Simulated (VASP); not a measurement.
Set up this calculation in VASP 6.6.1, as the native input.

```yaml
Task: single point
Functional: PBE
Potentials_or_basis: VASP PAW PBE potentials, release 64 (Ti_sv, Si)
Cutoff: 520 eV
k_mesh: 8 × 8 × 8
Occupations: fermi-dirac, width 0.08 eV
Spin: no spin polarisation
Dipole_correction: no
k_mesh_for_the_DOS: 12 × 12 × 12
Occupations_for_the_DOS: tetrahedron
Further_INCAR_settings: ALGO = Normal; EDIFF = 1e-06; NBANDS = 29
```

The system is TiSi2.

```xyz
6
Lattice="0.0000 4.1180 4.2615 2.3865 0.0000 4.2615 2.3865 4.1180 0.0000" Properties=species:S:1:pos:R:3 pbc="T T T"
Ti    3.5797    6.1770    6.3922
Ti    2.3865    4.1180    4.2615
Si    1.1932    0.6836    2.1307
Si    1.1932    3.4344    2.1307
Si    2.3865    1.3754    4.2615
Si    2.3865    6.8606    4.2615
```

These files were run (other wordings do the same):

POSCAR

```
TiSi2
1.0
    0.0000000000      4.1180000000      4.2615000000
    2.3865000000      0.0000000000      4.2615000000
    2.3865000000      4.1180000000      0.0000000000
Ti Si
2 4
Direct
    0.7500000000      0.7500000000      0.7500000000
    0.5000000000      0.5000000000      0.5000000000
    0.0830000000      0.4170000000      0.0830000000
    0.4170000000      0.0830000000      0.4170000000
    0.1670000000      0.8330000000      0.1670000000
    0.8330000000      0.1670000000      0.8330000000
```

INCAR.step1

```
SYSTEM = TiSi2
PREC     = Accurate       ! precision mode
ENCUT    = 520            ! plane-wave cutoff, eV
EDIFF    = 1E-6           ! SCF threshold, eV
ISMEAR   = -1             ! smearing method
SIGMA    = 0.08           ! smearing width, eV
LREAL    = .False.        ! projectors in reciprocal space
LASPH    = .True.         ! aspherical terms in the spheres
NELM     = 100            ! most SCF steps
ALGO     = Normal         ! electronic algorithm
ISIF     = 2              ! what is computed and relaxed
LWAVE    = .False.        ! write WAVECAR
LCHARG   = .True.         ! write CHGCAR
LMAXMIX  = 4              ! l up to which the mixer works
GGA      = PE             ! functional
NBANDS   = 29             ! bands
```

KPOINTS.step1

```
Automatic mesh
0
Gamma
  8 8 8
  0 0 0
```

INCAR.step2

```
SYSTEM = TiSi2
PREC     = Accurate       ! precision mode
ENCUT    = 520            ! plane-wave cutoff, eV
EDIFF    = 1E-6           ! SCF threshold, eV
ISMEAR   = -5             ! smearing method
SIGMA    = 0.08           ! smearing width, eV
LREAL    = .False.        ! projectors in reciprocal space
LASPH    = .True.         ! aspherical terms in the spheres
NELM     = 100            ! most SCF steps
ALGO     = Normal         ! electronic algorithm
ISIF     = 2              ! what is computed and relaxed
LWAVE    = .False.        ! write WAVECAR
LCHARG   = .False.        ! write CHGCAR
LMAXMIX  = 4              ! l up to which the mixer works
GGA      = PE             ! functional
LORBIT   = 10             ! projections on sites
NBANDS   = 29             ! bands
NEDOS    = 2001           ! points of the DOS
ICHARG   = 11             ! starting density
```

KPOINTS.step2

```
Automatic mesh
0
Gamma
  12 12 12
  0 0 0
```

Potentials or basis: VASP PAW PBE potentials, release 64 (Ti_sv, Si).

Launch:

```console
$ cat potpaw_PBE.64/Ti_sv/POTCAR potpaw_PBE.64/Si/POTCAR > POTCAR
$ cp INCAR.step1 INCAR
$ cp KPOINTS.step1 KPOINTS
$ mpirun -np 1 vasp_std > vasp.out
$ cp INCAR.step2 INCAR
$ cp KPOINTS.step2 KPOINTS
$ mpirun -np 1 vasp_std > vasp.out
```

Results of the run:

The valence electrons inside the program's atomic spheres are Ti 10.41; Si 1.63.

Wall time 6.8 min on 1 thread of AMD EPYC 9R45 96-Core Processor (Zen 5), on a shared host, peak memory 0.61 GiB.
